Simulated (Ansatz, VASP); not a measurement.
One calculation of V, two programs

```
V
1.0
    -1.51300    1.51300    1.51300
     1.51300   -1.51300    1.51300
     1.51300    1.51300   -1.51300
V
1
Direct
  0.00000 0.00000 0.00000
```

Alike in both runs: task single point; functional PBE; k mesh 19 × 19 × 19; occupations fermi-dirac, width 0.03 eV; non-collinear spin, spin-orbit coupling.

|  | VASP | Ansatz |
| --- | --- | --- |
| version | VASP 6.6.1 | Ansatz 0.2.0 |
| potentials or method | VASP PAW PBE potentials, release 64 (V_sv), cutoff 520 eV | all-electron LAPW |

```csv
,VASP,Ansatz,Ansatz less VASP
pressure (GPa),-4.9,-5.2,-0.26
net moment per atom (μB),0.00,0.00,-0.001
```

Ansatz ran all-electron here, and VASP with PAW potentials. Ansatz's warnings: seeded moment not kept.
